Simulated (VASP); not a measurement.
# BaTe (Fm-3m) in VASP: single point with PBE

Aim: the single point of BaTe with PBE.

Program: VASP 6.6.1. These are calculated values, not measurements. Logs are shortened: lines on timing, memory, paths and dates and some standing lists are left out, and cuts for length are marked.

**1. The cell of the first run**

It takes space group Fm-3m (No. 225, cubic). The conventional cell has a = 7.064 Å, b = 7.064 Å, c = 7.064 Å, α = 90.00°, β = 90.00°, γ = 90.00°. Within 4.6 Å of Ba (site symmetry m-3m) lie 6 Te at 3.53 Å. Within 4.6 Å of Te (site symmetry m-3m) lie 6 Ba at 3.53 Å.

**2. Single point, PBE**

INCAR reads:

```
  PREC = Accurate
  ENCUT = 520
  EDIFF = 1E-6
  ISMEAR = 0
  SIGMA = 0.02
  LREAL = False
  LASPH = True
  NELM = 60
  ALGO = Normal
  ISIF = 2
  LWAVE = False
  LCHARG = False
  GGA = PE
  NBANDS = 33
```

KPOINTS reads:

```
regular mesh
0
Gamma
  9 9 4
```

POSCAR reads:

```
BaTe
1.0
    4.9950662288      0.0000000000      0.0000000000
   -2.4975331144      4.3258542477      0.0000000000
    0.0000000000      0.0000000000     12.2353162529
Ba Te
3 3
Direct
    0.0000000000      0.0000000000      0.0000000000
    0.3333333333      0.6666666667      0.3333333333
    0.6666666667      0.3333333333      0.6666666667
    0.6666666667      0.3333333333      0.1666666667
    0.0000000000      0.0000000000      0.5000000000
    0.3333333333      0.6666666667      0.8333333333
```

Potentials or basis: VASP PAW PBE potentials, release 64 (Ba_sv, Te).

Started as:

```
$ cat potpaw_PBE.64/Ba_sv/POTCAR potpaw_PBE.64/Te/POTCAR > POTCAR
$ mpirun -np 1 vasp_std > vasp.out
```

OUTCAR:

```text
PREC = Accurate
   ENCUT = 520
   EDIFF = 1E-6
   ISMEAR = 0
   LREAL = False
   LASPH = True
   NELM = 60
   ISIF = 2
   GGA = PE

 ion  position               nearest neighbor table
   1  0.000  0.000  0.000-   4 3.53   6 3.53   6 3.53   4 3.53   4 3.53   6 3.53
   2  0.333  0.667  0.333-   4 3.53   4 3.53   5 3.53   4 3.53   5 3.53   5 3.53
   3  0.667  0.333  0.667-   6 3.53   6 3.53   5 3.53   6 3.53   5 3.53   5 3.53
   4  0.667  0.333  0.167-   2 3.53   2 3.53   1 3.53   2 3.53   1 3.53   1 3.53
   5  0.000  0.000  0.500-   2 3.53   3 3.53   2 3.53   3 3.53   3 3.53   2 3.53
   6  0.333  0.667  0.833-   3 3.53   3 3.53   1 3.53   3 3.53   1 3.53   1 3.53

  LATTYP: Found a hexagonal cell.
 ALAT       =     4.9950662288
 C/A-ratio  =     2.4494802856

  Lattice vectors:

 A1 = (   4.9950662288,   0.0000000000,   0.0000000000)
 A2 = (  -2.4975331144,   4.3258542477,   0.0000000000)
 A3 = (   0.0000000000,   0.0000000000,  12.2353162529)

Analysis of symmetry for initial positions (statically):
=====================================================================
 Subroutine PRICEL returns following result:

  LATTYP: Found a face centered cubic cell.
 ALAT       =     7.0640722227

  Lattice vectors:

 A1 = (   2.4975331142,  -1.4419514158,   4.0784387506)
 A2 = (  -0.0000000002,   2.8839028319,   4.0784387506)
 A3 = (  -2.4975331139,  -1.4419514162,   4.0784387518)

   3 primitive cells build up your supercell.

 Routine SETGRP: Setting up the symmetry group for a
 hexagonal supercell.

 Subroutine GETGRP returns: Found 12 space group operations
 (whereof 12 operations were pure point group operations)
 out of a pool of 24 trial point group operations.

The static configuration has the point symmetry D_3d.

Analysis of symmetry for dynamics (positions and initial velocities):
=====================================================================
 Subroutine PRICEL returns following result:

  LATTYP: Found a face centered cubic cell.
 ALAT       =     7.0640722227

  Lattice vectors:

 A1 = (   2.4975331142,  -1.4419514158,   4.0784387506)
 A2 = (  -0.0000000002,   2.8839028319,   4.0784387506)
 A3 = (  -2.4975331139,  -1.4419514162,   4.0784387518)

   3 primitive cells build up your supercell.

 Routine SETGRP: Setting up the symmetry group for a
 hexagonal supercell.

 Subroutine GETGRP returns: Found 12 space group operations
 (whereof 12 operations were pure point group operations)
 out of a pool of 24 trial point group operations.

The dynamic configuration has the point symmetry D_3d.

 Subroutine INISYM returns: Found 12 space group operations
 (whereof 12 operations are pure point group operations),
 and found     3 'primitive' translations

----------------------------------------------------------------------------------------

                                     Primitive cell

  volume of cell :      88.1266

  direct lattice vectors                    reciprocal lattice vectors
     2.497533114 -1.441951416  4.078438751     0.200197546 -0.115584107  0.081730621
    -0.000000000  2.883902832  4.078438751     0.000000000  0.231168214  0.081730621
    -2.497533114 -1.441951416  4.078438752    -0.200197546 -0.115584107  0.081730621

  length of vectors
     4.995053371  4.995053372  4.995053372     0.245191023  0.245191023  0.245191023

  position of ions in fractional coordinates (direct lattice)
     0.000000000  0.000000000  0.000000000
     0.500000000  0.500000000  0.500000000

  ion indices of the primitive-cell ions
   primitive index   ion index
                 1           1
                 2           4

----------------------------------------------------------------------------------------

 KPOINTS: regular mesh

Automatic generation of k-mesh.
 Grid dimensions read from file:
 generate k-points for:    9    9    4

 Generating k-lattice:

  Cartesian coordinates                     Fractional coordinates (reciprocal lattice)
     0.022244172  0.012842679  0.000000000     0.111111111  0.000000000  0.000000000
     0.000000000  0.025685357  0.000000000     0.000000000  0.111111111  0.000000000
     0.000000000  0.000000000  0.020432655     0.000000000  0.000000000  0.250000000

  Length of vectors
     0.025685357  0.025685357  0.020432655

  Shift w.r.t. Gamma in fractional coordinates (k-lattice)
     0.000000000  0.000000000  0.000000000

 Subroutine IBZKPT returns following result:
 ===========================================

 Found     43 irreducible k-points:

 Following reciprocal coordinates:
            Coordinates               Weight
  0.000000  0.000000  0.000000      1.000000
  0.111111  0.000000  0.000000      6.000000
  0.222222  0.000000  0.000000      6.000000
  0.333333  0.000000  0.000000      6.000000
  0.444444  0.000000  0.000000      6.000000
  0.111111  0.111111  0.000000      6.000000
[... 16 lines left out ...]
  0.222222  0.111111  0.250000     12.000000
 -0.111111  0.333333  0.250000     12.000000
 [... further k-points ...]
   k-points           NKPTS =     43   k-points in BZ     NKDIM =     43   number of bands    NBANDS=     33
   number of dos      NEDOS =    301   number of ions     NIONS =      6
   total plane-waves  NPLWV = 153600
   dimension x,y,z NGX =    40 NGY =   40 NGZ =   96
   dimension x,y,z NGXF=    80 NGYF=   80 NGZF=  192
   ions per type =               3   3
   NGX,Y,Z   is equivalent  to a cutoff of  13.31, 13.31, 13.04 a.u.
   NGXF,Y,Z  is equivalent  to a cutoff of  26.63, 26.63, 26.09 a.u.
 SYSTEM =  unknown system
   PREC   = accura    normal or accurate (medium, high low for compatibility)
   ISTART =      0    job   : 0-new  1-cont  2-samecut
   ICHARG =      2    charge: 1-file 2-atom 10-const
   ISPIN  =      1    spin polarized calculation?
   LNONCOLLINEAR =      F non collinear calculations
   LSORBIT =      F    spin-orbit coupling
   LASPH  =      T    aspherical Exc in radial PAW
   ENCUT  =  520.0 eV  38.22 Ry    6.18 a.u.   9.29  9.29 22.75*2*pi/ulx,y,z
   NELM   =     60;   NELMIN=  2; NELMDL= -5     # of ELM steps
   EDIFF  = 0.1E-05   stopping-criterion for ELM
   LREAL  =      F    real-space projection
   EDIFFG = 0.1E-04   stopping-criterion for IOM
   NSW    =      0    number of steps for IOM
   IBRION =     -1    ionic relax: 0-MD 1-quasi-New 2-CG
   NFREE  =      0    steps in history (QN), initial steepest desc. (CG)
   ISIF   =      2    stress and relaxation
   ISYM   =      2    0-nonsym 1-usesym 2-fastsym
   POTIM  = 0.5000    time-step for ionic-motion
   TEBEG  =    0.0;   TEEND  =   0.0 temperature during run
   PSTRESS=    0.0 pullay stress
   NELECT =      48.0000    total number of electrons
   NUPDOWN=      -1.0000    fix difference up-down
   EMIN   =  10.00;   EMAX   =-10.00  energy-range for DOS
   EFERMI =   0.00;   METHOD = LEGACY
   ISMEAR =     0;   SIGMA  =   0.02  broadening in eV -4-tet -1-fermi 0-gaus
   EFERMI_NEDOS =   21; number of points for ismear=-14 and -15
   IALGO  =     38    algorithm
   IMIX   =      4    mixing-type and parameters
     AMIX     =   0.40;   BMIX     =  1.00
     AMIX_MAG =   1.60;   BMIX_MAG =  1.00
  volume/ion in A,a.u.               =      44.06       297.35
  Fermi-wavevector in a.u.,A,eV,Ry     =   0.926999  1.751774 11.691848  0.859327
  Thomas-Fermi vector in A             =   2.053021
   LORBIT       =      0    0 simple, 1 ext, 2 COOP (PROOUT), +10 PAW based schemes
   GGA     = PE    functional components
   LHFCALC =     F    Hartree Fock is set to
   AEXX    =    0.0000 exact exchange contribution
   IVDW    =     0    specifies the selected vdW correction
   LEPSILON=     F    determine dielectric tensor
   LRPA    =     F    only Hartree local field effects (RPA)
 non-spin polarized calculation
 Gauss-broadening in eV      SIGMA  =   0.02
  energy-cutoff  :      520.00
  volume of cell :      264.38
 maximum number of plane-waves:      7185
 NGX is ok and might be reduce to    40
   NGX = 19   NGY = 19   NGZ = 45

 number of electron      47.9999999 magnetization

 Free energy of the ion-electron system (eV)
  ---------------------------------------------------
  ext. energy  EPLUGINS =         0.00000000
  ---------------------------------------------------
  free energy    TOTEN  =       -25.88609539 eV

  energy without entropy =      -25.88609539  energy(sigma->0) =      -25.88609539

 E-fermi :   2.2437     XC(G=0):  -8.1371

 val. band max:        2.1069611770   @ k =   0.0000   0.0000   0.0000
 cond. band min:       3.7272996392   @ k =   0.4444   0.0000   0.0000
 fundamental gap:      1.6203384622
 Fermi energy:         2.2437290062

 k-point     1 :       0.0000    0.0000    0.0000
  band No.  band energies     occupation
      1     -24.9847      2.00000
      2     -24.9762      2.00000
      3     -24.9762      2.00000
      4     -10.4145      2.00000
      5     -10.4145      2.00000
      6     -10.1377      2.00000
[... 25 lines left out ...]
     32       5.6371      0.00000
     33       6.2070      0.00000

 k-point     2 :       0.1111    0.0000    0.0000
  band No.  band energies     occupation
      1     -24.9835      2.00000
      2     -24.9755      2.00000
      3     -24.9755      2.00000
      4     -10.4035      2.00000
      5     -10.4006      2.00000
      6     -10.1717      2.00000
[... 25 lines left out ...]
     32       6.0110      0.00000
     33       6.0954      0.00000

 k-point     3 :       0.2222    0.0000    0.0000
  band No.  band energies     occupation
      1     -24.9804      2.00000
      2     -24.9738      2.00000
      3     -24.9735      2.00000
      4     -10.3882      2.00000
      5     -10.3634      2.00000
      6     -10.2697      2.00000
[... 25 lines left out ...]
     32       6.3080      0.00000
     33       6.3542      0.00000

 k-point     4 :       0.3333    0.0000    0.0000
  band No.  band energies     occupation
      1     -24.9766      2.00000
      2     -24.9723      2.00000
      3     -24.9713      2.00000
      4     -10.4049      2.00000
      5     -10.3688      2.00000
      6     -10.3258      2.00000
[... 25 lines left out ...]
     32       6.6124      0.00000
     33       6.7210      0.00000

 k-point     5 :       0.4444    0.0000    0.0000
  band No.  band energies     occupation
      1     -24.9734      2.00000
      2     -24.9719      2.00000
      3     -24.9699      2.00000
      4     -10.4346      2.00000
      5     -10.4282      2.00000
      6     -10.3151      2.00000
[... 604 lines left out ...]
 k-point    22 :       0.1111    0.1111    0.2500
  band No.  band energies     occupation
      1     -24.9807      2.00000
      2     -24.9766      2.00000
      3     -24.9725      2.00000
      4     -10.4176      2.00000
      5     -10.3336      2.00000
      6     -10.2511      2.00000
[... 25 lines left out ...]
     32       6.2278      0.00000
     33       6.2978      0.00000

 k-point    23 :       0.2222    0.1111    0.2500
  band No.  band energies     occupation
      1     -24.9773      2.00000
      2     -24.9744      2.00000
      3     -24.9709      2.00000
      4     -10.3820      2.00000
      5     -10.3548      2.00000
      6     -10.3162      2.00000
[... 25 lines left out ...]
     32       6.6380      0.00000
     33       6.7425      0.00000

 k-point    24 :      -0.1111    0.3333    0.2500
  band No.  band energies     occupation
      1     -24.9775      2.00000
      2     -24.9740      2.00000
      3     -24.9711      2.00000
      4     -10.3677      2.00000
      5     -10.3521      2.00000
      6     -10.3332      2.00000
[... 25 lines left out ...]
     32       6.5009      0.00000
     33       6.6485      0.00000

 [... further k-points ...]

------------------------ aborting loop because EDIFF is reached ----------------------------------------

  FORCE on cell =-STRESS in cart. coord.  units (eV):
  Direction    XX          YY          ZZ          XY          YZ          ZX
  --------------------------------------------------------------------------------------
  -------------------------------------------------------------------------------------
  Total        0.5027692      0.5027692      0.5028546     -0.0000000      0.0000000      0.0000000
  in kB        3.0468490      3.0468490      3.0473665     -0.0000000      0.0000000      0.0000000
  external PRESSURE =       3.0470215 kB  Pullay stress =       0.0000000 kB

 VOLUME and BASIS-vectors are now :
 -----------------------------------------------------------------------------
  energy-cutoff  :      520.00
  volume of cell :      264.38
      direct lattice vectors                 reciprocal lattice vectors
     4.995066229  0.000000000  0.000000000     0.200197546  0.115584107  0.000000000
    -2.497533114  4.325854248  0.000000000     0.000000000  0.231168214  0.000000000
     0.000000000  0.000000000 12.235316253     0.000000000  0.000000000  0.081730621

 POSITION                                       TOTAL-FORCE (eV/Angst)
 -----------------------------------------------------------------------------------
      0.00000      0.00000      0.00000        -0.000000      0.000000      0.000000
     -0.00000      2.88390      4.07844         0.000000      0.000000      0.000000
      2.49753      1.44195      8.15688         0.000000     -0.000000      0.000000
      2.49753      1.44195      2.03922         0.000000      0.000000     -0.000000
      0.00000      0.00000      6.11766         0.000000      0.000000      0.000000
     -0.00000      2.88390     10.19610        -0.000000      0.000000      0.000000
 -----------------------------------------------------------------------------------
    total drift:                                0.000000     -0.000000     -0.000000

  FREE ENERGIE OF THE ION-ELECTRON SYSTEM (eV)
  ---------------------------------------------------
  free  energy   TOTEN  =       -25.8860953893 eV

  energy  without entropy=      -25.8860953893  energy(sigma->0) =      -25.88609539
```

Wall time 12 min (1 thread of Intel Xeon 8259CL, shared host); peak memory 0.59 GiB.

What came out:

```
Free energy            : -25.8861 eV
Pressure               : 0.3 GPa
Band gap on the k mesh : 1.62 eV
```

Caveat: spin-orbit coupling is left out, which moves the levels of the heavy elements.
